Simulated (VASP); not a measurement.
# Ti (Fm-3m) in VASP: single point with PBE

Aim: the single point of Ti with PBE.

Everything below comes from runs of VASP 6.6.1. Logs are shortened: lines on timing, memory, paths and dates and some standing lists are left out, and cuts for length are marked.

### Step 1. The cell of the first run

Symmetry: Fm-3m, No. 225, cubic system. Conventional cell: a = 4.112 Å, b = 4.112 Å, c = 4.112 Å, α = 90.00°, β = 90.00°, γ = 90.00°. Ti (site symmetry m-3m) has 12 Ti at 2.91 Å within 3.8 Å.

This isn't the form of Ti at room conditions, which is hcp.

### Step 2. Single point, PBE, non-collinear spin, zero start, spin-orbit coupling

Input file POSCAR:

```
Ti
1.0
    0.0000000000      2.0562367584      2.0562367584
    2.0562367584      0.0000000000      2.0562367584
    2.0562367584      2.0562367584      0.0000000000
Ti
1
Direct
    0.0000000000      0.0000000000      0.0000000000
```

Input file INCAR.step1:

```
SYSTEM = Ti
PREC = Accurate
ENCUT = 520
EDIFF = 1E-6
ISMEAR = 0
SIGMA = 0.05
LREAL = .FALSE.
LASPH = .TRUE.
NELM = 150
ALGO = Fast
ISIF = 2
LWAVE = .FALSE.
LCHARG = .TRUE.
MAGMOM = 0 0 0
LSORBIT = .TRUE.
GGA_COMPAT = .FALSE.
LORBMOM = .TRUE.
LMAXMIX = 4
GGA = PE
NBANDS = 23
```

Input file KPOINTS.step1:

```
regular mesh
0
G
  18 18 18
  0 0 0
```

Input file INCAR.step2:

```
SYSTEM = Ti
PREC = Accurate
ENCUT = 520
EDIFF = 1E-6
ISMEAR = -5
SIGMA = 0.05
LREAL = .FALSE.
LASPH = .TRUE.
NELM = 150
ALGO = Fast
ISIF = 2
LWAVE = .FALSE.
LCHARG = .FALSE.
MAGMOM = 0 0 0
LORBIT = 11
LSORBIT = .TRUE.
GGA_COMPAT = .FALSE.
LORBMOM = .TRUE.
LMAXMIX = 4
GGA = PE
NEDOS = 2001
ICHARG = 11
```

Input file KPOINTS.step2:

```
regular mesh
0
G
  27 27 27
  0 0 0
```

Potentials or basis: VASP PAW PBE potentials, release 64 (Ti_sv).

Started as:

```
$ cat potpaw_PBE.64/Ti_sv/POTCAR > POTCAR
$ cp INCAR.step1 INCAR
$ cp KPOINTS.step1 KPOINTS
$ mpirun -np 1 vasp_ncl > vasp.out
$ cp INCAR.step2 INCAR
$ cp KPOINTS.step2 KPOINTS
$ mpirun -np 1 vasp_ncl > vasp.out
```

OUTCAR:

```text
SYSTEM = Ti
   PREC = Accurate
   ENCUT = 520
   EDIFF = 1E-6
   ISMEAR = -5
   LREAL = .FALSE.
   LASPH = .TRUE.
   NELM = 150
   ISIF = 2
   LORBIT = 11
   LSORBIT = .TRUE.
   GGA = PE
   ICHARG = 11

 ion  position               nearest neighbor table
   1  0.000  0.000  0.000-

  LATTYP: Found a face centered cubic cell.
 ALAT       =     4.1124735168

  Lattice vectors:

 A1 = (   0.0000000000,   2.0562367584,   2.0562367584)
 A2 = (   2.0562367584,   0.0000000000,   2.0562367584)
 A3 = (   2.0562367584,   2.0562367584,   0.0000000000)

Analysis of symmetry for initial positions (statically):
=====================================================================
 Subroutine PRICEL returns:
 Original cell was already a primitive cell.

 Routine SETGRP: Setting up the symmetry group for a
 face centered cubic supercell.

 Subroutine GETGRP returns: Found 48 space group operations
 (whereof 48 operations were pure point group operations)
 out of a pool of 48 trial point group operations.

The static configuration has the point symmetry O_h .

Analysis of symmetry for dynamics (positions and initial velocities):
=====================================================================
 Subroutine PRICEL returns:
 Original cell was already a primitive cell.

 Routine SETGRP: Setting up the symmetry group for a
 face centered cubic supercell.

 Subroutine GETGRP returns: Found 48 space group operations
 (whereof 48 operations were pure point group operations)
 out of a pool of 48 trial point group operations.

The dynamic configuration has the point symmetry O_h .

Analysis of structural, dynamic, and magnetic symmetry:
=====================================================================
 Subroutine PRICEL returns:
 Original cell was already a primitive cell.

 Routine SETGRP: Setting up the symmetry group for a
 face centered cubic supercell.

 Subroutine GETGRP returns: Found 48 space group operations
 (whereof 48 operations were pure point group operations)
 out of a pool of 48 trial point group operations.

The overall configuration has the point symmetry O_h .

 Subroutine INISYM returns: Found 48 space group operations
 (whereof 48 operations are pure point group operations),
 and found     1 'primitive' translations

----------------------------------------------------------------------------------------

                                     Primitive cell

  volume of cell :      17.3880

  direct lattice vectors                    reciprocal lattice vectors
     0.000000000  2.056236758  2.056236758    -0.243162660  0.243162660  0.243162660
     2.056236758  0.000000000  2.056236758     0.243162660 -0.243162660  0.243162660
     2.056236758  2.056236758  0.000000000     0.243162660  0.243162660 -0.243162660

  length of vectors
     2.907957911  2.907957911  2.907957911     0.421170082  0.421170082  0.421170082

  position of ions in fractional coordinates (direct lattice)
     0.000000000  0.000000000  0.000000000

  ion indices of the primitive-cell ions
   primitive index   ion index
                 1           1

----------------------------------------------------------------------------------------

 KPOINTS: regular mesh

Automatic generation of k-mesh.
 Grid dimensions read from file:
 generate k-points for:   27   27   27

 Generating k-lattice:

  Cartesian coordinates                     Fractional coordinates (reciprocal lattice)
    -0.009006024  0.009006024  0.009006024     0.037037037  0.000000000  0.000000000
     0.009006024 -0.009006024  0.009006024     0.000000000  0.037037037  0.000000000
     0.009006024  0.009006024 -0.009006024     0.000000000  0.000000000  0.037037037

  Length of vectors
     0.015598892  0.015598892  0.015598892

  Shift w.r.t. Gamma in fractional coordinates (k-lattice)
     0.000000000  0.000000000  0.000000000

 TETIRR: Found   2653 inequivalent tetrahedra from   118098

 Subroutine IBZKPT returns following result:
 ===========================================

 Found    560 irreducible k-points:

 Following reciprocal coordinates:
            Coordinates               Weight
  0.000000  0.000000  0.000000      1.000000
  0.037037  0.000000  0.000000      8.000000
  0.074074  0.000000  0.000000      8.000000
  0.111111  0.000000  0.000000      8.000000
  0.148148  0.000000  0.000000      8.000000
  0.185185  0.000000  0.000000      8.000000
[... 16 lines left out ...]
  0.333333  0.037037  0.000000     24.000000
  0.370370  0.037037  0.000000     24.000000
 [... further k-points ...]
   k-points           NKPTS =    560   k-points in BZ     NKDIM =    560   number of bands    NBANDS=     20
   number of dos      NEDOS =   2001   number of ions     NIONS =      1
   total plane-waves  NPLWV =  13824
   dimension x,y,z NGX =    24 NGY =   24 NGZ =   24
   dimension x,y,z NGXF=    48 NGYF=   48 NGZF=   48
   ions per type =               1
   NGX,Y,Z   is equivalent  to a cutoff of  13.72, 13.72, 13.72 a.u.
   NGXF,Y,Z  is equivalent  to a cutoff of  27.44, 27.44, 27.44 a.u.
 SYSTEM =  Ti
   PREC   = accura    normal or accurate (medium, high low for compatibility)
   ISTART =      0    job   : 0-new  1-cont  2-samecut
   ICHARG =     11    charge: 1-file 2-atom 10-const
   ISPIN  =      1    spin polarized calculation?
   LNONCOLLINEAR =      T non collinear calculations
   LSORBIT =      T    spin-orbit coupling
   LASPH  =      T    aspherical Exc in radial PAW
   ENCUT  =  520.0 eV  38.22 Ry    6.18 a.u.   5.41  5.41  5.41*2*pi/ulx,y,z
   NELM   =    150;   NELMIN=  2; NELMDL=  0     # of ELM steps
   EDIFF  = 0.1E-05   stopping-criterion for ELM
   LREAL  =      F    real-space projection
   EDIFFG = 0.1E-04   stopping-criterion for IOM
   NSW    =      0    number of steps for IOM
   IBRION =     -1    ionic relax: 0-MD 1-quasi-New 2-CG
   NFREE  =      0    steps in history (QN), initial steepest desc. (CG)
   ISIF   =      2    stress and relaxation
   ISYM   =      2    0-nonsym 1-usesym 2-fastsym
   POTIM  = 0.5000    time-step for ionic-motion
   TEBEG  =    0.0;   TEEND  =   0.0 temperature during run
   PSTRESS=    0.0 pullay stress
   NELECT =      12.0000    total number of electrons
   NUPDOWN=      -1.0000    fix difference up-down
   EMIN   =  10.00;   EMAX   =-10.00  energy-range for DOS
   EFERMI =   0.00;   METHOD = LEGACY
   ISMEAR =    -5;   SIGMA  =   0.05  broadening in eV -4-tet -1-fermi 0-gaus
   EFERMI_NEDOS =   21; number of points for ismear=-14 and -15
   IALGO  =     68    algorithm
   IMIX   =      4    mixing-type and parameters
     AMIX     =   0.40;   BMIX     =  1.00
     AMIX_MAG =   1.60;   BMIX_MAG =  1.00
  volume/ion in A,a.u.               =      17.39       117.34
  Fermi-wavevector in a.u.,A,eV,Ry     =   1.446723  2.733911 28.477105  2.093008
  Thomas-Fermi vector in A             =   2.564759
   LORBIT       =     11    0 simple, 1 ext, 2 COOP (PROOUT), +10 PAW based schemes
   GGA     = PE    functional components
   LHFCALC =     F    Hartree Fock is set to
   AEXX    =    0.0000 exact exchange contribution
   IVDW    =     0    specifies the selected vdW correction
   LEPSILON=     F    determine dielectric tensor
   LRPA    =     F    only Hartree local field effects (RPA)
 RMM-DIIS sequential band-by-band and
 Fermi weights with tetrahedron method with Bloechl corrections
  energy-cutoff  :      520.00
  volume of cell :       17.39
 maximum number of plane-waves:       978
 NGX is ok and might be reduce to    24

 number of electron      12.0000002 magnetization       0.0000000      0.0000000     -0.0000000

 Free energy of the ion-electron system (eV)
  ---------------------------------------------------
  ext. energy  EPLUGINS =         0.00000000
  ---------------------------------------------------
  free energy    TOTEN  =        -7.78326113 eV

  energy without entropy =       -7.78326113  energy(sigma->0) =       -7.78326113

 E-fermi :   8.2055     XC(G=0): -11.4937

 val. band max:        8.2160900959   @ k =  -0.4074   0.1111   0.0000
 cond. band min:       8.1972754774   @ k =  -0.3333   0.3333   0.1111
 fundamental gap:     -0.0188146185
 Fermi energy:         8.2054657893

 k-point     1 :       0.0000    0.0000    0.0000
  band No.  band energies     occupation
      1     -48.5069      1.00000
      2     -48.5069      1.00000
      3     -24.8109      1.00000
      4     -24.8109      1.00000
      5     -24.1469      1.00000
      6     -24.1469      1.00000
[... 12 lines left out ...]
     19      10.7089      0.00000
     20      10.7089      0.00000

 k-point     2 :       0.0370    0.0000    0.0000
  band No.  band energies     occupation
      1     -48.5053      1.00000
      2     -48.5053      1.00000
      3     -24.8146      1.00000
      4     -24.8146      1.00000
      5     -24.1537      1.00000
      6     -24.1537      1.00000
[... 12 lines left out ...]
     19      10.6984      0.00000
     20      10.6984      0.00000
[... 465 lines left out ...]
      3     -25.0709      1.00000
      4     -25.0709      1.00000
      5     -24.4306      1.00000
      6     -24.4306      1.00000
[... 12 lines left out ...]
     19      11.2587      0.00000
     20      11.2587      0.00000

 k-point    24 :       0.3704    0.0370    0.0000
  band No.  band energies     occupation
      1     -48.4076      1.00000
      2     -48.4076      1.00000
      3     -25.1152      1.00000
      4     -25.1152      1.00000
      5     -24.4579      1.00000
      6     -24.4579      1.00000
[... 12 lines left out ...]
     19      11.4426      0.00000
     20      11.4426      0.00000

 [... further k-points ...]

------------------------ aborting loop because EDIFF is reached ----------------------------------------

  FORCE on cell =-STRESS in cart. coord.  units (eV):
  Direction    XX          YY          ZZ          XY          YZ          ZX
  --------------------------------------------------------------------------------------
  -------------------------------------------------------------------------------------
  Total       -0.0423936     -0.0423936     -0.0423936      0.0000000      0.0000000     -0.0000000
  in kB       -3.9062619     -3.9062619     -3.9062619      0.0000000      0.0000000     -0.0000000
  external PRESSURE =      -3.9062619 kB  Pullay stress =       0.0000000 kB

 VOLUME and BASIS-vectors are now :
 -----------------------------------------------------------------------------
  energy-cutoff  :      520.00
  volume of cell :       17.39
      direct lattice vectors                 reciprocal lattice vectors
     0.000000000  2.056236758  2.056236758    -0.243162660  0.243162660  0.243162660
     2.056236758  0.000000000  2.056236758     0.243162660 -0.243162660  0.243162660
     2.056236758  2.056236758  0.000000000     0.243162660  0.243162660 -0.243162660

 POSITION                                       TOTAL-FORCE (eV/Angst)
 -----------------------------------------------------------------------------------
      0.00000      0.00000      0.00000         0.000000      0.000000      0.000000
 -----------------------------------------------------------------------------------
    total drift:                               -0.000000     -0.000000     -0.000000

  FREE ENERGIE OF THE ION-ELECTRON SYSTEM (eV)
  ---------------------------------------------------
  free  energy   TOTEN  =        -7.7832611286 eV

  energy  without entropy=       -7.7832611286  energy(sigma->0) =       -7.78326113

 orbital moment (x)

 # of ion     p       d       tot
 ----------------------------------------
  1         0.000  -0.000  -0.000
 ----------------------------------------
            0.000  -0.000  -0.000

 orbital moment (y)

 # of ion     p       d       tot
 ----------------------------------------
  1        -0.000   0.000   0.000
 ----------------------------------------
           -0.000   0.000   0.000

 orbital moment (z)

 # of ion     p       d       tot
 ----------------------------------------
  1         0.000  -0.000  -0.000
 ----------------------------------------
            0.000  -0.000  -0.000

 Spin-Orbit-Coupling matrix elements

 Ion:    1  E_soc:     -0.0110704
 l=   1
     0.0000000    -0.0017503    -0.0017503
    -0.0017503     0.0000000    -0.0017503
    -0.0017503    -0.0017503     0.0000000
 l=   2
     0.0000000    -0.0000210     0.0000000    -0.0000210    -0.0000738
    -0.0000210     0.0000000    -0.0000553    -0.0000210    -0.0000184
     0.0000000    -0.0000553     0.0000000    -0.0000553     0.0000000
    -0.0000210    -0.0000210    -0.0000553     0.0000000    -0.0000184
    -0.0000738    -0.0000184     0.0000000    -0.0000184     0.0000000
 l=   3
     0.0000000     0.0000000     0.0000000     0.0000000     0.0000000     0.0000000     0.0000000
     0.0000000     0.0000000     0.0000000     0.0000000     0.0000000     0.0000000     0.0000000
     0.0000000     0.0000000     0.0000000     0.0000000     0.0000000     0.0000000     0.0000000
     0.0000000     0.0000000     0.0000000     0.0000000     0.0000000     0.0000000     0.0000000
     0.0000000     0.0000000     0.0000000     0.0000000     0.0000000     0.0000000     0.0000000
     0.0000000     0.0000000     0.0000000     0.0000000     0.0000000     0.0000000     0.0000000
     0.0000000     0.0000000     0.0000000     0.0000000     0.0000000     0.0000000     0.0000000

 total charge

# of ion       s       p       d       tot
------------------------------------------
    1        2.246   6.119   1.888  10.253

 magnetization (x)

# of ion       s       p       d       tot
------------------------------------------
    1        0.000   0.000   0.000   0.000

 magnetization (y)

# of ion       s       p       d       tot
------------------------------------------
    1        0.000   0.000   0.000   0.000

 magnetization (z)

# of ion       s       p       d       tot
------------------------------------------
    1        0.000   0.000   0.000   0.000
```

Wall time 19 min (1 thread of Oxide Virtual Turin-like, shared host); peak memory 0.36 GiB.

What came out:

| Item | Value |
| --- | --- |
| Net moment | 0.00 μB per cell |
| Valence electrons inside the program's atomic spheres | Ti 10.25 |

Moments on the atoms (μB; x, y, z):
```
Ti  0.00 0.00 0.00
```
